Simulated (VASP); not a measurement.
A run of VASP 6.6.1 is set up as follows.

POSCAR

```
AlFe
1.0
    2.9100000000      0.0000000000      0.0000000000
    0.0000000000      2.9100000000      0.0000000000
    0.0000000000      0.0000000000      2.9100000000
Fe Al
1 1
Direct
    0.5000000000      0.5000000000      0.5000000000
    0.0000000000      0.0000000000      0.0000000000
```

File INCAR.step1:

```
PREC = Accurate
ENCUT = 520
EDIFF = 1E-5
ISMEAR = -1
SIGMA = 0.05
LREAL = F
LASPH = T
NELM = 150
ALGO = Normal
ISIF = 2
LWAVE = T
ISPIN = 2
MAGMOM = 3 0
LORBIT = 11
LMAXMIX = 4
NBANDS = 16
GGA = PE
```

File INCAR.step2:

```
PREC = Accurate
ENCUT = 520
EDIFF = 1E-6
ISMEAR = -1
SIGMA = 0.05
LREAL = F
LASPH = T
NELM = 150
ALGO = Normal
ISIF = 2
LWAVE = F
LCHARG = T
ISPIN = 2
MAGMOM = 3 0
LORBIT = 11
LMAXMIX = 4
GGA = PE
LHFCALC = T
AEXX = 1.0
ALDAC = 0.0
AGGAC = 0.0
PRECFOCK = Normal
LELF = T
LVHAR = T
NBANDS = 16
ISTART = 1
```

Contents of KPOINTS:

```
Automatic mesh
0
Gamma
  5 5 5
```

Potentials or basis: VASP PAW PBE potentials, release 64 (Fe, Al).

Launch:

```console
$ cat potpaw_PBE.64/Fe/POTCAR potpaw_PBE.64/Al/POTCAR > POTCAR
$ cp INCAR.step1 INCAR
$ mpirun -np 1 vasp_std > vasp.out
$ cp INCAR.step2 INCAR
$ mpirun -np 1 vasp_std > vasp.out
```

Question: Estimate the pressure.

Answer: 52.5 GPa.

Question: What does it give for the band gap on the k mesh?

Answer: Zero (filled and empty bands overlap).

Caveat: the k points lie up to 0.43 Å⁻¹ apart, too coarse for converged energies and pressures of a metal; the PAW data sets were made with another functional, which shifts forces and pressure a little.
